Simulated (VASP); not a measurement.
Input of a VASP 6.6.1 run:

POSCAR

```
PbS
1.0
    0.0000000000      2.9873891311      2.9873891311
    2.9873891311      0.0000000000      2.9873891311
    2.9873891311      2.9873891311      0.0000000000
Pb S
1 1
Direct
    0.0000000000      0.0000000000      0.0000000000
    0.5000000000      0.5000000000      0.5000000000
```

The input INCAR.step1:

```
  PREC = Accurate
  ENCUT = 520
  ISMEAR = 0
  SIGMA = 0.02
  LREAL = False
  LASPH = True
  NELM = 80
  NBANDS = 17
  GGA = PE
  ALGO = Normal
  EDIFF = 1E-4
  LWAVE = True
  LCHARG = False
```

Contents of INCAR.step2:

```
  PREC = Accurate
  ENCUT = 520
  EDIFF = 1E-6
  ISMEAR = 0
  SIGMA = 0.02
  LREAL = False
  LASPH = True
  NELM = 80
  ALGO = Normal
  ISIF = 2
  LWAVE = False
  LCHARG = False
  METAGGA = R2SCAN
  LMIXTAU = True
  NBANDS = 17
  ISTART = 1
```

The input KPOINTS:

```
regular mesh
0
Gamma
  8 8 8
```

Potentials or basis: VASP PAW PBE potentials, release 64 (Pb_d, S).

Launch:

```bash
$ cat potpaw_PBE.64/Pb_d/POTCAR potpaw_PBE.64/S/POTCAR > POTCAR
$ cp INCAR.step1 INCAR
$ mpirun -np 1 vasp_std > vasp.out
$ cp INCAR.step2 INCAR
$ mpirun -np 1 vasp_std > vasp.out
```

(1) What does it give for the pressure?

(2) What does it give for the band gap on the k mesh?

Results:

(1) 0.0 GPa.

(2) 0.70 eV, direct.

Caveat: the PAW data sets were made with another functional, which shifts forces and pressure a little; spin-orbit coupling is left out, which moves the levels of the heavy elements.
